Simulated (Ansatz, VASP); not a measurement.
HC6 in VASP and in Ansatz

INCAR

```
SYSTEM = HC6
  PREC = Accurate
  ENCUT = 520
  EDIFF = 1E-6
  ISMEAR = 0
  SIGMA = 0.1
  LREAL = .FALSE.
  LASPH = .TRUE.
  NELM = 60
  ALGO = Normal
  ISIF = 2
  LWAVE = .FALSE.
  LCHARG = .FALSE.
  LDIPOL = .TRUE.
  IDIPOL = 3
  DIPOL = 0.5 0.5 0.299
  NBANDS = 38
```

File KPOINTS:

```
regular mesh
0
G
  6 3 1
  0 0 0
```

File POSCAR:

```
HC6
1.0
    4.8895256614      0.0000000000      0.0000000000
   -1.2223814153      8.7849592876      0.0000000000
    0.0000000000      0.0000000000     22.7474729025
C H
12 2
Direct
    0.0193612757      0.0774451030      0.1758437088
    0.5193612758      0.0774451030      0.1758437088
    0.2742015947      0.0968063788      0.2059542860
    0.7742015947      0.0968063788      0.2059542860
    0.2838822326      0.1355289303      0.2661754406
    0.7838822326      0.1355289303      0.2661754406
    0.0386279421      0.1545151615      0.2955067254
    0.5386279421      0.1545151615      0.2955067254
    0.0488684834      0.1954807970      0.3583587359
    0.5488684834      0.1954807970      0.3583587359
    0.3031723044      0.2126952264      0.3845470194
    0.8031723044      0.2126952264      0.3845470194
    0.0488684834      0.1112041249      0.4043294366
    0.0488684834      0.2797574692      0.4043294366
```

Input for Ansatz:

```yaml
crystal:
  lattice:
    - [4.8895256614, 0.0, 0.0]
    - [-1.2223814153, 8.7849592876, 0.0]
    - [0.0, 0.0, 22.7474729025]
  atoms:
    - { symbol: C, position: [0.0193612757, 0.077445103, 0.1758437088] }
    - { symbol: C, position: [0.5193612758, 0.077445103, 0.1758437088] }
    - { symbol: C, position: [0.2742015947, 0.0968063788, 0.205954286] }
    - { symbol: C, position: [0.7742015947, 0.0968063788, 0.205954286] }
    - { symbol: C, position: [0.2838822326, 0.1355289303, 0.2661754406] }
    - { symbol: C, position: [0.7838822326, 0.1355289303, 0.2661754406] }
    - { symbol: C, position: [0.0386279421, 0.1545151615, 0.2955067254] }
    - { symbol: C, position: [0.5386279421, 0.1545151615, 0.2955067254] }
    - { symbol: C, position: [0.0488684834, 0.195480797, 0.3583587359] }
    - { symbol: C, position: [0.5488684834, 0.195480797, 0.3583587359] }
    - { symbol: C, position: [0.3031723044, 0.2126952264, 0.3845470194] }
    - { symbol: C, position: [0.8031723044, 0.2126952264, 0.3845470194] }
    - { symbol: H, position: [0.0488684834, 0.1112041249, 0.4043294366] }
    - { symbol: H, position: [0.0488684834, 0.2797574692, 0.4043294366] }
basis:
  ecutwfc: 420
kpoints:
  mp_grid: { grid: [6, 3, 1] }
hamiltonian:
  xc: lda
scf:
  occupations: { method: gaussian, width: 0.1 }
output:
  forces: true
  eigenvalues: true
efield:
  axis: 3
  dipole_correction: true
  ramp_width: 0.04
```

Alike in both runs: task single point; functional LDA; k mesh 6 × 3 × 1; occupations gaussian, width 0.1 eV; no spin polarisation.

```csv
,VASP,Ansatz
version,VASP 6.6.1,Ansatz 0.2.0
potentials or method,"VASP PAW LDA potentials, release 64 (C, H), cutoff 520 eV","scalar-relativistic, plane waves, PAW"
valence electrons in the cell,50,50
```

VASP gave:

```
gap on the k mesh at the Fermi level (eV) : none
rms of the force components (eV/Å)        : 1.964
```

**Question.** What did Ansatz give for the same quantities?

**Answer.** gap on the k mesh at the Fermi level (eV): none; rms of the force components (eV/Å): 1.963.

LDA's correlation is that of Perdew and Zunger in VASP and of Perdew and Wang (1992) in Ansatz. Atom by atom the forces differ by 0.023 eV/Å (rms over components). A gap of «none» marks a metal or a gap that the smearing closes.
